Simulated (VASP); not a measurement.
The system is Si2N.

```
Si N
1.0
     4.07857    0.00000    0.00000
    -2.03928    3.53214    0.00000
     0.00000    0.00000    2.83771
Si N
2 1
Direct
  0.33333 0.66667 0.50000
  0.66667 0.33333 0.50000
  0.00000 0.00000 0.00000
```

```yaml
Program: VASP 6.6.1
Task: relaxation of cell and atoms
Functional: PBE
Potentials_or_basis: VASP PAW PBE potentials, release 64 (Si, N)
Cutoff: 600 eV
k_mesh: 6 × 6 × 6
Occupations: gaussian, width 0.1 eV
Spin: collinear spin, ferromagnetic start
Starting_moments: "[0.0, 0.0, 1.0] μB"
```

At the start: pressure -5.8 GPa; volume 13.63 Å³/atom.

Q: Where does the relaxation end?

A: Over 10 steps the energy falls by 26.5 meV/atom and the volume is 13.26 Å³/atom (-2.7 %); space group P6/mmm (No. 191, to 0.05 Å); moment 0.00 μB per cell.

The path:
| step | energy change (eV) | largest force (eV/Å) | pressure (GPa) | volume (Å³) |
| --- | --- | --- | --- | --- |
| 1 | 0.0000 | 0.0000 | -5.80 | 40.88 |
| 2 | -0.0447 | 0.0000 | 2.55 | 38.02 |
| 3 | -0.0493 | 0.0000 | 0.44 | 38.65 |
| 4 | -0.0493 | 0.0000 | 0.29 | 38.69 |
| 5 | -0.0521 | 0.0000 | 0.28 | 38.78 |
| 6 | -0.0610 | 0.0000 | -0.02 | 39.06 |
| 7 | -0.0749 | 0.0000 | -0.55 | 39.57 |
| 8 | -0.0225 | 0.0000 | 2.07 | 40.44 |
| 9 | -0.0795 | 0.0000 | -0.40 | 39.75 |
| 10 | -0.0795 | 0.0000 | -0.37 | 39.77 |

Final structure:
```xyz
3
Lattice="3.8943 0.0000 0.0000 -1.9472 3.3726 0.0000 0.0000 0.0000 3.0282" Properties=species:S:1:pos:R:3 pbc="T T T"
Si    0.0000    2.2484    1.5141
Si    1.9472    1.1242    1.5141
N     0.0000    0.0000    0.0000
```

Caveat: the k points lie up to 0.35 Å⁻¹ apart in the final cell.
